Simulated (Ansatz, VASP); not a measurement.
SnSe in VASP and in Ansatz

```
Sn Se
1.0
     4.18990    0.00000    0.00000
     0.00000    4.18990    0.09427
     0.00000    0.24704   10.97962
Sn Se
2 2
Cartesian
  2.0949 0.0934 4.1521
  0.0000 2.2486 6.8747
  2.0949 0.1536 6.8269
  0.0000 2.1884 4.1999
```

Change from the starting cell: strain +0.0450 x Voigt [0, 0, 0, 1, 0, 0], atoms carried along.

Alike in both runs: task single point; functional LDA; k mesh 6 × 6 × 4; occupations gaussian, width 0.05 eV; no spin polarisation.

|  | VASP | Ansatz |
| --- | --- | --- |
| version | VASP 6.6.1 | Ansatz 0.2.0 |
| potentials or method | VASP PAW LDA potentials, release 64 (Sn_d, Se), cutoff 500 eV | scalar-relativistic, plane waves, PAW |
| valence electrons in the cell | 40 | 60 |

```tsv
	VASP	Ansatz	Ansatz less VASP
gap on the k mesh at the Fermi level (eV)	1.43	1.45	+0.017
least direct gap on the mesh (eV)	1.49	1.50	+0.016
rms of the force components (eV/Å)	0.057	0.054	-0.0021
```

LDA's correlation is that of Perdew and Zunger in VASP and of Perdew and Wang (1992) in Ansatz. Atom by atom the forces differ by 0.014 eV/Å (rms over components). VASP's potentials hold 40 valence electrons a cell and Ansatz's 60, so a difference there can come from the potentials and not from the codes. Ansatz's warnings: xc potential rough in thin density.
